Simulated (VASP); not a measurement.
Wanted: the native input for a VASP 6.6.1 run.

* Task: single point
* Functional: BHLYP
* Potentials or basis: VASP PAW PBE potentials, release 64 (Sn_d, Se)
* Cutoff: 520 eV
* k mesh: 4 × 4 × 4
* Occupations: fermi-dirac, width 0.05 eV
* Spin: no spin polarisation
* Dipole correction: no
* Grid for exact exchange (PRECFOCK): Normal
* Further INCAR settings: ALGO = Normal; EDIFF = 1e-06; NBANDS = 17
* Share of exact exchange: 0.5

SnSe:

```
CELL_PARAMETERS angstrom
0.00000 3.04961 3.04961
3.04961 0.00000 3.04961
3.04961 3.04961 0.00000
ATOMIC_POSITIONS crystal
Sn 0.00000 0.00000 0.00000
Se 0.50000 0.50000 0.50000
```

The input as run:

POSCAR

```
SnSe
1.0
    0.0000000000      3.0496098055      3.0496098055
    3.0496098055      0.0000000000      3.0496098055
    3.0496098055      3.0496098055      0.0000000000
Sn Se
1 1
Direct
    0.0000000000      0.0000000000      0.0000000000
    0.5000000000      0.5000000000      0.5000000000
```

INCAR.step1

```
SYSTEM = SnSe
PREC = Accurate
ENCUT = 520
EDIFF = 1E-5
ISMEAR = -1
SIGMA = 0.05
LREAL = .False.
LASPH = .True.
NELM = 80
ALGO = Normal
ISIF = 2
LWAVE = .True.
LCHARG = .False.
GGA = PE
NBANDS = 17
```

INCAR.step2

```
SYSTEM = SnSe
PREC = Accurate
ENCUT = 520
EDIFF = 1E-6
ISMEAR = -1
SIGMA = 0.05
LREAL = .False.
LASPH = .True.
NELM = 80
ALGO = Normal
ISIF = 2
LWAVE = .False.
LCHARG = .False.
GGA = B5
LHFCALC = .True.
AEXX = 0.5
ALDAX = 0.5
AGGAX = 0.5
AGGAC = 1.0
ALDAC = 0.0
PRECFOCK = Normal
ISTART = 1
NBANDS = 17
```

KPOINTS

```
Automatic mesh
0
Gamma
  4 4 4
  0 0 0
```

Potentials or basis: VASP PAW PBE potentials, release 64 (Sn_d, Se).

Command:

```console
$ cat potpaw_PBE.64/Sn_d/POTCAR potpaw_PBE.64/Se/POTCAR > POTCAR
$ cp INCAR.step1 INCAR
$ mpirun -np 1 vasp_std > vasp.out
$ cp INCAR.step2 INCAR
$ mpirun -np 1 vasp_std > vasp.out
```

It gave:

The pressure is -1.3 GPa and the band gap on the k mesh is 0.94 eV.

Caveat: the k points lie up to 0.45 Å⁻¹ apart; the PAW data sets were made with another functional, which shifts forces and pressure a little; spin-orbit coupling is left out, which moves the levels of the heavy elements.

Wall time 18 min on 1 thread of AMD EPYC 7R43 64-Core Processor (Zen 3), with other jobs on the host, peak memory 0.16 GiB.
